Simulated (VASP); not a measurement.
# YSe (Fm-3m) in VASP: single point with LDA

Aim: the single point of YSe with LDA.

Everything below comes from runs of VASP 6.6.1. Logs are shortened: lines on timing, memory, paths and dates and some standing lists are left out, and cuts for length are marked.

### 1 The cell of the first run

The structure is cubic, space group Fm-3m (No. 225). Conventional cell: a = 5.463 Å, b = 5.463 Å, c = 5.463 Å, α = 90.00°, β = 90.00°, γ = 90.00°. Within 3.6 Å of Y (site symmetry m-3m) lie 6 Se at 2.73 Å. Se (site symmetry m-3m) has 6 Y at 2.73 Å within 3.6 Å.

### 2 Single point, LDA (strain -0.050 along x and y, -0.050 along z)

The input, INCAR:

```
ALGO     = Normal         # electronic algorithm
EDIFF    = 1E-6           # SCF threshold, eV
ENCUT    = 520            # plane-wave cutoff, eV
GGA      = CA             # functional
ISIF     = 2              # what is computed and relaxed
ISMEAR   = 0              # smearing method
LASPH    = T              # aspherical terms in the spheres
LCHARG   = F              # write CHGCAR
LREAL    = F              # projectors in reciprocal space
LWAVE    = F              # write WAVECAR
NBANDS   = 16             # bands
NELM     = 80             # most SCF steps
PREC     = Accurate       # precision mode
SIGMA    = 0.15           # smearing width, eV
```

The input, KPOINTS:

```
k-points
0
Gamma
  14 14 14
```

The input, POSCAR:

```
YSe
1.0
    0.0000000000      2.7312500000      2.7312500000
    2.7312500000      0.0000000000      2.7312500000
    2.7312500000      2.7312500000      0.0000000000
Y Se
1 1
Direct
    0.0000000000      0.0000000000      0.0000000000
    0.5000000000      0.5000000000      0.5000000000
```

Potentials or basis: VASP PAW LDA potentials, release 64 (Y_sv, Se).

The run is started by

```console
> cat potpaw_LDA.64/Y_sv/POTCAR potpaw_LDA.64/Se/POTCAR > POTCAR
> mpirun -np 1 vasp_std > vasp.out
```

OUTCAR:

```text
EDIFF = 1E-6
   ENCUT = 520
   GGA = CA
   ISIF = 2
   ISMEAR = 0
   LASPH = T
   LREAL = F
   NELM = 80
   PREC = Accurate

 ion  position               nearest neighbor table
   1  0.000  0.000  0.000-   2 2.73   2 2.73   2 2.73   2 2.73   2 2.73   2 2.73
   2  0.500  0.500  0.500-   1 2.73   1 2.73   1 2.73   1 2.73   1 2.73   1 2.73

  LATTYP: Found a face centered cubic cell.
 ALAT       =     5.4625000000

  Lattice vectors:

 A1 = (   0.0000000000,   2.7312500000,   2.7312500000)
 A2 = (   2.7312500000,   0.0000000000,   2.7312500000)
 A3 = (   2.7312500000,   2.7312500000,   0.0000000000)

Analysis of symmetry for initial positions (statically):
=====================================================================
 Subroutine PRICEL returns:
 Original cell was already a primitive cell.

 Routine SETGRP: Setting up the symmetry group for a
 face centered cubic supercell.

 Subroutine GETGRP returns: Found 48 space group operations
 (whereof 48 operations were pure point group operations)
 out of a pool of 48 trial point group operations.

The static configuration has the point symmetry O_h .

Analysis of symmetry for dynamics (positions and initial velocities):
=====================================================================
 Subroutine PRICEL returns:
 Original cell was already a primitive cell.

 Routine SETGRP: Setting up the symmetry group for a
 face centered cubic supercell.

 Subroutine GETGRP returns: Found 48 space group operations
 (whereof 48 operations were pure point group operations)
 out of a pool of 48 trial point group operations.

The dynamic configuration has the point symmetry O_h .

 Subroutine INISYM returns: Found 48 space group operations
 (whereof 48 operations are pure point group operations),
 and found     1 'primitive' translations

----------------------------------------------------------------------------------------

                                     Primitive cell

  volume of cell :      40.7488

  direct lattice vectors                    reciprocal lattice vectors
     0.000000000  2.731250000  2.731250000    -0.183066362  0.183066362  0.183066362
     2.731250000  0.000000000  2.731250000     0.183066362 -0.183066362  0.183066362
     2.731250000  2.731250000  0.000000000     0.183066362  0.183066362 -0.183066362

  length of vectors
     3.862570792  3.862570792  3.862570792     0.317080239  0.317080239  0.317080239

  position of ions in fractional coordinates (direct lattice)
[... 73 lines left out ...]
   ISPIN  =      1    spin polarized calculation?
   LNONCOLLINEAR =      F non collinear calculations
   LSORBIT =      F    spin-orbit coupling
   LASPH  =      T    aspherical Exc in radial PAW
   ENCUT  =  520.0 eV  38.22 Ry    6.18 a.u.   7.18  7.18  7.18*2*pi/ulx,y,z
   NELM   =     80;   NELMIN=  2; NELMDL= -5     # of ELM steps
   EDIFF  = 0.1E-05   stopping-criterion for ELM
   LREAL  =      F    real-space projection
   EDIFFG = 0.1E-04   stopping-criterion for IOM
   NSW    =      0    number of steps for IOM
   IBRION =     -1    ionic relax: 0-MD 1-quasi-New 2-CG
   NFREE  =      0    steps in history (QN), initial steepest desc. (CG)
   ISIF   =      2    stress and relaxation
   ISYM   =      2    0-nonsym 1-usesym 2-fastsym
   POTIM  = 0.5000    time-step for ionic-motion
   TEBEG  =    0.0;   TEEND  =   0.0 temperature during run
   PSTRESS=    0.0 pullay stress
   NELECT =      17.0000    total number of electrons
   NUPDOWN=      -1.0000    fix difference up-down
   EMIN   =  10.00;   EMAX   =-10.00  energy-range for DOS
   EFERMI =   0.00;   METHOD = LEGACY
   ISMEAR =     0;   SIGMA  =   0.15  broadening in eV -4-tet -1-fermi 0-gaus
   EFERMI_NEDOS =   21; number of points for ismear=-14 and -15
   IALGO  =     38    algorithm
   IMIX   =      4    mixing-type and parameters
     AMIX     =   0.40;   BMIX     =  1.00
     AMIX_MAG =   1.60;   BMIX_MAG =  1.00
  volume/ion in A,a.u.               =      20.37       137.49
  Fermi-wavevector in a.u.,A,eV,Ry     =   1.223263  2.311631 20.359368  1.496371
  Thomas-Fermi vector in A             =   2.358380
   LORBIT       =      0    0 simple, 1 ext, 2 COOP (PROOUT), +10 PAW based schemes
   GGA     = CA    functional components
   LHFCALC =     F    Hartree Fock is set to
   AEXX    =    0.0000 exact exchange contribution
   IVDW    =     0    specifies the selected vdW correction
   LEPSILON=     F    determine dielectric tensor
   LRPA    =     F    only Hartree local field effects (RPA)
 non-spin polarized calculation
 Gauss-broadening in eV      SIGMA  =   0.15
  energy-cutoff  :      520.00
  volume of cell :       40.75
 maximum number of plane-waves:      1117
 NGX is ok and might be reduce to    30
   NGX = 15   NGY = 15   NGZ = 15

 number of electron      16.9999999 magnetization

 Free energy of the ion-electron system (eV)
  ---------------------------------------------------
  ext. energy  EPLUGINS =         0.00000000
  ---------------------------------------------------
  free energy    TOTEN  =       -14.80218117 eV

  energy without entropy =      -14.79083651  energy(sigma->0) =      -14.79650884

 E-fermi :   7.0201     XC(G=0): -11.1033

 val. band max:        7.0108690447   @ k =   0.2857   0.0714   0.0000
 cond. band min:       7.0202546898   @ k =   0.3571   0.1429   0.0714
 fundamental gap:      0.0093856450
 Fermi energy:         7.0201251339

 k-point     1 :       0.0000    0.0000    0.0000
  band No.  band energies     occupation
      1     -35.8856      2.00000
      2     -16.0047      2.00000
      3     -16.0047      2.00000
      4     -16.0047      2.00000
      5      -8.5785      2.00000
      6       4.1907      2.00000
[... 433 lines left out ...]
      3     -16.0551      2.00000
      4     -16.0446      2.00000
      5      -7.8212      2.00000
      6       1.2147      2.00000
[... 8 lines left out ...]
     15      15.5825      0.00000
     16      16.5001      0.00000

 [... further k-points ...]
[... 5 lines left out ...]
  --------------------------------------------------------------------------------------
  -------------------------------------------------------------------------------------
  Total        2.9156171      2.9156171      2.9156171      0.0000000     -0.0000000      0.0000000
  in kB      114.6374999    114.6374999    114.6374999      0.0000000     -0.0000000      0.0000000
  external PRESSURE =     114.6374999 kB  Pullay stress =       0.0000000 kB

 VOLUME and BASIS-vectors are now :
 -----------------------------------------------------------------------------
  energy-cutoff  :      520.00
  volume of cell :       40.75
      direct lattice vectors                 reciprocal lattice vectors
     0.000000000  2.731250000  2.731250000    -0.183066362  0.183066362  0.183066362
     2.731250000  0.000000000  2.731250000     0.183066362 -0.183066362  0.183066362
     2.731250000  2.731250000  0.000000000     0.183066362  0.183066362 -0.183066362

 POSITION                                       TOTAL-FORCE (eV/Angst)
 -----------------------------------------------------------------------------------
      0.00000      0.00000      0.00000         0.000000      0.000000     -0.000000
      2.73125      2.73125      2.73125         0.000000     -0.000000      0.000000
 -----------------------------------------------------------------------------------
    total drift:                               -0.000000      0.000000      0.000000

  FREE ENERGIE OF THE ION-ELECTRON SYSTEM (eV)
  ---------------------------------------------------
  free  energy   TOTEN  =       -14.8021811724 eV

  energy  without entropy=      -14.7908365067  energy(sigma->0) =      -14.79650884
```

Wall time 80 s (1 thread of Intel Xeon Platinum 8375C at 2.90GHz (Ice Lake), shared host); peak memory 0.22 GiB.

What came out:

| Item | Value |
| --- | --- |
| Free energy | -14.8022 eV |
| Pressure | 11.5 GPa |
| Band gap on the k mesh | zero (an odd number of electrons rules out a gap without spin polarisation) |

Caveat: the cell differs from its parent crystal (strain -0.050 along x and y, -0.050 along z); the cell stands under pressure; an odd number of electrons without spin polarisation forces a metal; a magnetic or distorted state may lie lower.
